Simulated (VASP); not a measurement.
# MnS (Fm-3m) in VASP: notebook

MnS is run at these levels: r2SCAN+D3(BJ), PBEsol, PBE; tasks: single point, relaxation of cell and atoms.

Everything below comes from runs of VASP 6.6.1. Logs are shortened: lines on timing, memory, paths and dates and some standing lists are left out, and cuts for length are marked.

## Step 1: The cell of the first run

Symmetry: Fm-3m, No. 225, cubic system. The conventional cell has a = 5.311 Å, b = 5.311 Å, c = 5.311 Å, α = 90.00°, β = 90.00°, γ = 90.00°. Within 3.5 Å of Mn (site symmetry m-3m) lie 6 S at 2.66 Å. S (site symmetry m-3m) has 6 Mn at 2.66 Å within 3.5 Å.

## Step 2: Single point, r2SCAN+D3(BJ), collinear spin, ferromagnetic start

Input file POSCAR:

```
MnS
1.0
    0.0000000000      2.6555815960      2.6555815960
    2.6555815960      0.0000000000      2.6555815960
    2.6555815960      2.6555815960      0.0000000000
Mn S
1 1
Direct
    0.0000000000      0.0000000000      0.0000000000
    0.5000000000      0.5000000000      0.5000000000
```

Input file INCAR.step1:

```
SYSTEM = MnS
PREC = Accurate
ENCUT = 520
ISMEAR = -1
SIGMA = 0.05
LREAL = .FALSE.
LASPH = .TRUE.
NELM = 150
ISPIN = 2
MAGMOM = 4 0
LMAXMIX = 4
NBANDS = 20
GGA = PE
ALGO = Normal
EDIFF = 1E-4
LWAVE = .TRUE.
LCHARG = .FALSE.
```

Input file INCAR.step2:

```
SYSTEM = MnS
PREC = Accurate
ENCUT = 520
EDIFF = 1E-6
ISMEAR = -1
SIGMA = 0.05
LREAL = .FALSE.
LASPH = .TRUE.
NELM = 150
ALGO = Normal
ISIF = 2
LWAVE = .FALSE.
LCHARG = .FALSE.
ISPIN = 2
MAGMOM = 4 0
LORBIT = 11
LMAXMIX = 4
METAGGA = R2SCAN
LMIXTAU = .TRUE.
IVDW = 12
VDW_S6 = 1.0
VDW_S8 = 0.78981345
VDW_A1 = 0.49484001
VDW_A2 = 5.73083694
NBANDS = 20
ISTART = 1
```

Input file KPOINTS:

```
Automatic mesh
0
G
  9 9 9
  0 0 0
```

Potentials or basis: VASP PAW PBE potentials, release 64 (Mn_pv, S).

On the command line:

```
$ cat potpaw_PBE.64/Mn_pv/POTCAR potpaw_PBE.64/S/POTCAR > POTCAR
$ cp INCAR.step1 INCAR
$ mpirun -np 1 vasp_std > vasp.out
$ cp INCAR.step2 INCAR
$ mpirun -np 1 vasp_std > vasp.out
```

OUTCAR:

```text
SYSTEM = MnS
   PREC = Accurate
   ENCUT = 520
   EDIFF = 1E-6
   ISMEAR = -1
   LREAL = .FALSE.
   LASPH = .TRUE.
   NELM = 150
   ISIF = 2
   ISPIN = 2
   LORBIT = 11
   METAGGA = R2SCAN
   IVDW = 12
   ISTART = 1
 IVDW          = 12

 ion  position               nearest neighbor table
   1  0.000  0.000  0.000-   2 2.66   2 2.66   2 2.66   2 2.66   2 2.66   2 2.66
   2  0.500  0.500  0.500-   1 2.66   1 2.66   1 2.66   1 2.66   1 2.66   1 2.66

  LATTYP: Found a face centered cubic cell.
 ALAT       =     5.3111631920

  Lattice vectors:

 A1 = (   0.0000000000,   2.6555815960,   2.6555815960)
 A2 = (   2.6555815960,   0.0000000000,   2.6555815960)
 A3 = (   2.6555815960,   2.6555815960,   0.0000000000)

Analysis of symmetry for initial positions (statically):
=====================================================================
 Subroutine PRICEL returns:
 Original cell was already a primitive cell.

 Routine SETGRP: Setting up the symmetry group for a
 face centered cubic supercell.

 Subroutine GETGRP returns: Found 48 space group operations
 (whereof 48 operations were pure point group operations)
 out of a pool of 48 trial point group operations.

The static configuration has the point symmetry O_h .

Analysis of symmetry for dynamics (positions and initial velocities):
=====================================================================
 Subroutine PRICEL returns:
 Original cell was already a primitive cell.

 Routine SETGRP: Setting up the symmetry group for a
 face centered cubic supercell.

 Subroutine GETGRP returns: Found 48 space group operations
 (whereof 48 operations were pure point group operations)
 out of a pool of 48 trial point group operations.

The dynamic configuration has the point symmetry O_h .

Analysis of structural, dynamic, and magnetic symmetry:
=====================================================================
 Subroutine PRICEL returns:
 Original cell was already a primitive cell.

 Routine SETGRP: Setting up the symmetry group for a
 face centered cubic supercell.

 Subroutine GETGRP returns: Found 48 space group operations
 (whereof 48 operations were pure point group operations)
 out of a pool of 48 trial point group operations.

The overall configuration has the point symmetry O_h .

 Subroutine INISYM returns: Found 48 space group operations
 (whereof 48 operations are pure point group operations),
 and found     1 'primitive' translations

----------------------------------------------------------------------------------------

                                     Primitive cell
[... 114 lines left out ...]
  Thomas-Fermi vector in A             =   2.436494
   LORBIT       =     11    0 simple, 1 ext, 2 COOP (PROOUT), +10 PAW based schemes
   METAGGA = R2SCAN    functional components
   LHFCALC =     F    Hartree Fock is set to
   AEXX    =    0.0000 exact exchange contribution
   IVDW    =    12    specifies the selected vdW correction
   LEPSILON=     F    determine dielectric tensor
   LRPA    =     F    only Hartree local field effects (RPA)
 spin polarized calculation
  energy-cutoff  :      520.00
  volume of cell :       37.45
 maximum number of plane-waves:      1022
   NGX = 13   NGY = 13   NGZ = 13

 number of electron      19.0000008 magnetization       4.9983274

 Free energy of the ion-electron system (eV)
  ---------------------------------------------------
  ext. energy  EPLUGINS =         0.00000000
  ---------------------------------------------------
  free energy    TOTEN  =       -24.85278271 eV

  energy without entropy =      -24.85239220  energy(sigma->0) =      -24.85258746

 E-fermi :   6.0108     XC(G=0): -10.9088

 val. band max:        5.7978074838   @ k =   0.4444   0.0000   0.0000
 cond. band min:       6.1174147970   @ k =   0.4444   0.4444   0.0000
 fundamental gap:      0.3196073132
 Fermi energy:         6.0108268706

 spin component 1

 k-point     1 :       0.0000    0.0000    0.0000
  band No.  band energies     occupation
      1     -47.3281      1.00000
      2     -47.3281      1.00000
      3     -47.3280      1.00000
      4      -8.8353      1.00000
      5       1.9635      1.00000
      6       1.9635      1.00000
[... 541 lines left out ...]
     19      20.9415      0.00000
     20      20.9415      0.00000

 [... further k-points ...]

 spin component 2

 k-point     1 :       0.0000    0.0000    0.0000
  band No.  band energies     occupation
      1     -41.0196      1.00000
      2     -41.0196      1.00000
      3     -41.0196      1.00000
      4      -8.5095      1.00000
      5       4.3400      1.00000
      6       4.3400      1.00000
[... 541 lines left out ...]
     19      21.6008      0.00000
     20      21.6008      0.00000

 [... further k-points ...]

------------------------ aborting loop because EDIFF is reached ----------------------------------------

 Edisp (eV)   -0.36153

 E8    (eV) :    -0.1149

  FORCE on cell =-STRESS in cart. coord.  units (eV):
  Direction    XX          YY          ZZ          XY          YZ          ZX
  --------------------------------------------------------------------------------------
  -------------------------------------------------------------------------------------
  Total      -1.29592    -1.29592    -1.29592     0.00000     0.00000    -0.00000
  in kB     -55.43432   -55.43432   -55.43432     0.00000     0.00000    -0.00000
  external pressure =      -55.43 kB  Pullay stress =        0.00 kB

 VOLUME and BASIS-vectors are now :
 -----------------------------------------------------------------------------
  energy-cutoff  :      520.00
  volume of cell :       37.45
      direct lattice vectors                 reciprocal lattice vectors
     0.000000000  2.655581596  2.655581596    -0.188282673  0.188282673  0.188282673
     2.655581596  0.000000000  2.655581596     0.188282673 -0.188282673  0.188282673
     2.655581596  2.655581596  0.000000000     0.188282673  0.188282673 -0.188282673

 POSITION                                       TOTAL-FORCE (eV/Angst)
 -----------------------------------------------------------------------------------
      0.00000      0.00000      0.00000         0.000000      0.000000     -0.000000
      2.65558      2.65558      2.65558         0.000000      0.000000      0.000000
 -----------------------------------------------------------------------------------
    total drift:                               -0.000000      0.000000      0.000000

  FREE ENERGIE OF THE ION-ELECTRON SYSTEM (eV)
  ---------------------------------------------------
  free  energy   TOTEN  =       -25.2143128868 eV

  energy  without entropy=      -25.2139223733  energy(sigma->0) =      -25.21411763

 total charge

# of ion       s       p       d       tot
------------------------------------------
    1        0.208   6.143   4.879  11.230
    2        1.310   2.457   0.000   3.767
--------------------------------------------------
tot          1.518   8.600   4.879  14.996

 magnetization (x)

# of ion       s       p       d       tot
------------------------------------------
    1        0.050   0.034   4.443   4.527
    2        0.027   0.098   0.000   0.126
--------------------------------------------------
tot          0.077   0.132   4.443   4.653
```

Run time: 4.9 min. Hardware: 1 thread of Intel Xeon Platinum 8375C at 2.90GHz (Ice Lake), shared host; peak memory 0.21 GiB.

What came out:

| Item | Value |
| --- | --- |
| Free energy | -25.2143 eV |
| Pressure | -5.5 GPa |
| Band gap on the k mesh | 0.32 eV, indirect (least direct gap 2.09 eV) |
| Net moment | 5.00 μB per cell |
| Site moments | Mn +4.53; S +0.13 μB |
| Valence electrons inside the program's atomic spheres | Mn 11.23; S 3.77 |
| Dispersion energy per atom | -0.181 eV |

Levels at points of the mesh, in eV from the valence-band top:
Spin up:
| k point | band 10 | band 11 | band 12 | band 13 | band 14 | band 15 |
| --- | --- | --- | --- | --- | --- | --- |
| (0.00, 0.00, 0.00) | -1.76 | -1.76 | -1.76 | 1.88 | 8.93 | 8.93 |
Spin down:
| k point | band 5 | band 6 | band 7 | band 8 | band 9 | band 10 |
| --- | --- | --- | --- | --- | --- | --- |
| (0.00, 0.00, 0.00) | -1.46 | -1.46 | -1.46 | 1.43 | 1.43 | 1.45 |

Caveat: the PAW data sets were made with another functional, which shifts forces and pressure a little; a cell with one magnetic atom can't hold antiferromagnetic order, which such compounds often take.

## Step 3: Single point, PBEsol, collinear spin, ferromagnetic start

This run uses another cell than the first one, of 17.67 Å³/atom, 0.943 times its volume.

Input file INCAR:

```
SYSTEM = MnS
PREC = Accurate
ENCUT = 600
EDIFF = 1E-6
ISMEAR = -1
SIGMA = 0.05
LREAL = .FALSE.
LASPH = .TRUE.
NELM = 200
ALGO = Normal
ISIF = 2
LWAVE = .FALSE.
LCHARG = .TRUE.
ISPIN = 2
MAGMOM = 6 0
LORBIT = 11
NUPDOWN = 6.0
LMAXMIX = 4
GGA = PS
LELF = .TRUE.
LVHAR = .TRUE.
NBANDS = 22
GGA_COMPAT = .FALSE.
```

Input file KPOINTS:

```
regular mesh
0
G
  7 7 7
  0 0 0
```

Input file POSCAR:

```
MnS
1.0
    0.0000000000      2.6045000000      2.6045000000
    2.6045000000      0.0000000000      2.6045000000
    2.6045000000      2.6045000000      0.0000000000
Mn S
1 1
Direct
    0.0000000000      0.0000000000      0.0000000000
    0.5000000000      0.5000000000      0.5000000000
```

Potentials or basis: VASP PAW PBE potentials, release 64 (Mn_sv, S).

On the command line:

```
$ cat potpaw_PBE.64/Mn_sv/POTCAR potpaw_PBE.64/S/POTCAR > POTCAR
$ mpirun -np 1 vasp_std > vasp.out
```

OUTCAR:

```text
SYSTEM = MnS
   PREC = Accurate
   ENCUT = 600
   EDIFF = 1E-6
   ISMEAR = -1
   LREAL = .FALSE.
   LASPH = .TRUE.
   NELM = 200
   ISIF = 2
   ISPIN = 2
   LORBIT = 11
   NUPDOWN = 6.0
   GGA = PS

 ion  position               nearest neighbor table
   1  0.000  0.000  0.000-   2 2.60   2 2.60   2 2.60   2 2.60   2 2.60   2 2.60
   2  0.500  0.500  0.500-   1 2.60   1 2.60   1 2.60   1 2.60   1 2.60   1 2.60

  LATTYP: Found a face centered cubic cell.
 ALAT       =     5.2090000000

  Lattice vectors:

 A1 = (   0.0000000000,   2.6045000000,   2.6045000000)
 A2 = (   2.6045000000,   0.0000000000,   2.6045000000)
 A3 = (   2.6045000000,   2.6045000000,   0.0000000000)

Analysis of symmetry for initial positions (statically):
=====================================================================
 Subroutine PRICEL returns:
 Original cell was already a primitive cell.

 Routine SETGRP: Setting up the symmetry group for a
 face centered cubic supercell.

 Subroutine GETGRP returns: Found 48 space group operations
 (whereof 48 operations were pure point group operations)
 out of a pool of 48 trial point group operations.

The static configuration has the point symmetry O_h .

Analysis of symmetry for dynamics (positions and initial velocities):
=====================================================================
 Subroutine PRICEL returns:
 Original cell was already a primitive cell.

 Routine SETGRP: Setting up the symmetry group for a
 face centered cubic supercell.

 Subroutine GETGRP returns: Found 48 space group operations
 (whereof 48 operations were pure point group operations)
 out of a pool of 48 trial point group operations.

The dynamic configuration has the point symmetry O_h .

Analysis of structural, dynamic, and magnetic symmetry:
=====================================================================
 Subroutine PRICEL returns:
 Original cell was already a primitive cell.

 Routine SETGRP: Setting up the symmetry group for a
 face centered cubic supercell.
[... 142 lines left out ...]
  ext. energy  EPLUGINS =         0.00000000
  ---------------------------------------------------
  free energy    TOTEN  =       -12.25659504 eV

  energy without entropy =      -12.23988125  energy(sigma->0) =      -12.24823815

 E-fermi :   4.6808     XC(G=0): -10.8521

 val. band max:       10.9737210920   @ k =  -0.2857   0.2857   0.0000
 cond. band min:       4.8339073285   @ k =   0.1429   0.0000   0.0000
 fundamental gap:     -6.1398137636
 Fermi energy:        10.9750016376

 spin component 1

 k-point     1 :       0.0000    0.0000    0.0000
  band No.  band energies     occupation
      1     -74.1194      1.00000
      2     -42.9783      1.00000
      3     -42.9783      1.00000
      4     -42.9783      1.00000
      5      -7.4394      1.00000
      6       4.1223      1.00000
[... 489 lines left out ...]
     21      23.8863      0.00000
     22      25.9208      0.00000
 Fermi energy:         4.6808142657

 spin component 2

 k-point     1 :       0.0000    0.0000    0.0000
  band No.  band energies     occupation
      1     -69.2833      1.00000
      2     -38.2153      1.00000
      3     -38.2153      1.00000
      4     -38.2153      1.00000
      5      -6.4962      1.00000
      6       6.1279      0.00000
[... 489 lines left out ...]
     21      25.1825      0.00000
     22      27.4959      0.00000

------------------------ aborting loop because EDIFF is reached ----------------------------------------

  FORCE on cell =-STRESS in cart. coord.  units (eV):
  Direction    XX          YY          ZZ          XY          YZ          ZX
  --------------------------------------------------------------------------------------
  -------------------------------------------------------------------------------------
  Total        1.7731460      1.7731460      1.7731460      0.0000000     -0.0000000     -0.0000000
  in kB       80.3992495     80.3992495     80.3992495      0.0000000     -0.0000000     -0.0000000
  external PRESSURE =      80.3992495 kB  Pullay stress =       0.0000000 kB

 VOLUME and BASIS-vectors are now :
 -----------------------------------------------------------------------------
  energy-cutoff  :      600.00
  volume of cell :       35.33
      direct lattice vectors                 reciprocal lattice vectors
     0.000000000  2.604500000  2.604500000    -0.191975427  0.191975427  0.191975427
     2.604500000  0.000000000  2.604500000     0.191975427 -0.191975427  0.191975427
     2.604500000  2.604500000  0.000000000     0.191975427  0.191975427 -0.191975427

 POSITION                                       TOTAL-FORCE (eV/Angst)
 -----------------------------------------------------------------------------------
      0.00000      0.00000      0.00000         0.000000      0.000000      0.000000
      2.60450      2.60450      2.60450         0.000000     -0.000000     -0.000000
 -----------------------------------------------------------------------------------
    total drift:                               -0.000000      0.000000      0.000000

  FREE ENERGIE OF THE ION-ELECTRON SYSTEM (eV)
  ---------------------------------------------------
  free  energy   TOTEN  =       -12.2565950420 eV

  energy  without entropy=      -12.2398812491  energy(sigma->0) =      -12.24823815

 total charge

# of ion       s       p       d       tot
------------------------------------------
    1        2.193   6.014   4.563  12.770
    2        1.360   2.272   0.000   3.631
--------------------------------------------------
tot          3.553   8.285   4.563  16.401

 magnetization (x)

# of ion       s       p       d       tot
------------------------------------------
    1        0.107   0.034   4.191   4.332
    2        0.064   0.403   0.000   0.466
--------------------------------------------------
tot          0.171   0.437   4.191   4.799
```

OSZICAR:

```text
N       E                     dE             d eps       ncg     rms          rms(c)
DAV:   1     0.268106856256E+03    0.26811E+03   -0.11305E+04  1978   0.123E+03
DAV:   2     0.512782736586E+01   -0.26298E+03   -0.24827E+03  1784   0.392E+02
DAV:   3    -0.111626566705E+02   -0.16290E+02   -0.15943E+02  2380   0.110E+02
DAV:   4    -0.123700895519E+02   -0.12074E+01   -0.11555E+01  3002   0.252E+01
DAV:   5    -0.123795330714E+02   -0.94435E-02   -0.94365E-02  2298   0.210E+00    0.209E+01
DAV:   6    -0.119655077711E+02    0.41403E+00   -0.25012E+00  2730   0.270E+01    0.134E+01
DAV:   7    -0.122575299695E+02   -0.29202E+00   -0.39514E-01  2680   0.842E+00    0.813E+00
DAV:   8    -0.122581717864E+02   -0.64182E-03   -0.68723E-02  2572   0.487E+00    0.396E+00
DAV:   9    -0.122554112964E+02    0.27605E-02   -0.78309E-03  2708   0.101E+00    0.205E+00
DAV:  10    -0.122564859288E+02   -0.10746E-02   -0.19377E-03  2796   0.461E-01    0.260E-01
DAV:  11    -0.122565727738E+02   -0.86845E-04   -0.19990E-04  2308   0.163E-01    0.797E-02
DAV:  12    -0.122565901290E+02   -0.17355E-04   -0.41666E-05  2728   0.810E-02    0.539E-02
DAV:  13    -0.122565944026E+02   -0.42737E-05   -0.42932E-06  2336   0.270E-02    0.126E-02
DAV:  14    -0.122565950420E+02   -0.63932E-06   -0.12376E-06  1890   0.832E-03
   1 F= -.12256595E+02 E0= -.12248238E+02  d E =-.167138E-01  mag=     6.0000
```

Run time: 33 s. Hardware: 1 thread of Intel Xeon Platinum 8375C at 2.90GHz (Ice Lake), shared host; peak memory 0.2 GiB.

What came out:

```yaml
Free_energy: -12.2566 eV
Pressure: 8.0 GPa
Net_moment: 6.00 μB per cell
Site_moments: Mn +4.33; S +0.47 μB
Valence_electrons_inside_the_program's_atomic_spheres: Mn 12.77; S 3.63
```

Caveat: the PAW data sets were made with another functional, which shifts forces and pressure a little; the total moment is fixed, so each spin has its own Fermi level; a cell with one magnetic atom can't hold antiferromagnetic order, which such compounds often take.

(Part 1 of 2 ends here.)
